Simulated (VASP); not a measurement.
Write the native input for VASP 6.6.1 that does the following.

```yaml
Task: single point
Functional: PBEsol
Dispersion: D3(BJ)
Potentials_or_basis: VASP PAW PBE potentials, release 64 (Ga_d, N)
Cutoff: 520 eV
k_mesh: 10 × 10 × 5
Occupations: fermi-dirac, width 0.05 eV
Spin: no spin polarisation
Dipole_correction: no
Further_INCAR_settings: ALGO = Normal; EDIFF = 1e-06; NBANDS = 26
```

The structure of GaN lies in POSCAR:

```
GaN
1.0
    3.1586570750      0.0000000000      0.0000000000
   -1.5793285375      2.7354772688      0.0000000000
    0.0000000000      0.0000000000      5.1313278144
Ga N
2 2
Direct
    0.6666666667      0.3333333333      0.5000000000
    0.3333333333      0.6666666667      0.0000000000
    0.6666666667      0.3333333333      0.8750000000
    0.3333333333      0.6666666667      0.3750000000
```

One way to write it, as run:

INCAR

```
SYSTEM = GaN
PREC = Accurate ; ENCUT = 520
EDIFF = 1E-6 ; ISMEAR = -1
SIGMA = 0.05 ; LREAL = .False.
LASPH = .True. ; NELM = 100
ALGO = Normal ; ISIF = 2
LWAVE = .False. ; LCHARG = .False.
GGA = PS ; IVDW = 12
NBANDS = 26
```

KPOINTS

```
regular mesh
0
Gamma
  10 10 5
  0 0 0
```

Potentials or basis: VASP PAW PBE potentials, release 64 (Ga_d, N).

Run with:

```bash
$ cat potpaw_PBE.64/Ga_d/POTCAR potpaw_PBE.64/N/POTCAR > POTCAR
$ mpirun -np 1 vasp_std > vasp.out
```

Results of the run:

```yaml
Pressure: 1.6 GPa
Largest_force: 0.137 eV/Å
Band_gap_on_the_k_mesh: 2.06 eV, direct
Dispersion_energy_per_atom: -0.228 eV
```

Caveat: the PAW data sets were made with another functional, which shifts forces and pressure a little.

It took 17 s on 1 thread of Intel(R) Xeon(R) 6975P-C (Granite Rapids), with other jobs on the host, peak memory 0.19 GiB.
